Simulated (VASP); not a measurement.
AlNi: single point with BLYP

The system is AlNi.

```
CELL_PARAMETERS angstrom
2.88100 0.00000 0.00000
0.00000 2.88100 0.00000
0.00000 0.00000 2.88100
ATOMIC_POSITIONS crystal
Ni 0.50000 0.50000 0.50000
Al 0.00000 0.00000 0.00000
```

```yaml
Program: VASP 6.6.1
Task: single point
Functional: BLYP
Potentials_or_basis: VASP PAW PBE potentials, release 64 (Ni, Al)
Cutoff: 520 eV
k_mesh: 9 × 9 × 9
Occupations: fermi-dirac, width 0.05 eV
Spin: collinear spin, ferromagnetic start
Starting_moments: "[1.0, 0.0] μB"
Dipole_correction: no
Further_INCAR_settings: ALGO = Normal; EDIFF = 1e-06; NBANDS = 18
```

```yaml
Pressure: 6.9 GPa
Net_moment: 0.00 μB per cell
Valence_electrons_inside_the_program's_atomic_spheres: Ni 9.52; Al 0.79
```

Levels at points of the mesh, in eV from the Fermi level:
Spin up:
```
           k point  band 4  band 5  band 6  band 7  band 8  band 9
(0.00, 0.00, 0.00)   -1.60   -1.60   -1.60    5.49    5.49    5.49
```
Spin down:
```csv
k point,band 4,band 5,band 6,band 7,band 8,band 9
"(0.00, 0.00, 0.00)",-1.60,-1.60,-1.60,5.49,5.49,5.49
```

Wall time 19 s on 1 thread of Intel(R) Xeon(R) Platinum 8375C CPU @ 2.90GHz (Ice Lake), with other jobs on the host, peak memory 0.15 GiB.

Caveat: the PAW data sets were made with another functional, which shifts forces and pressure a little.
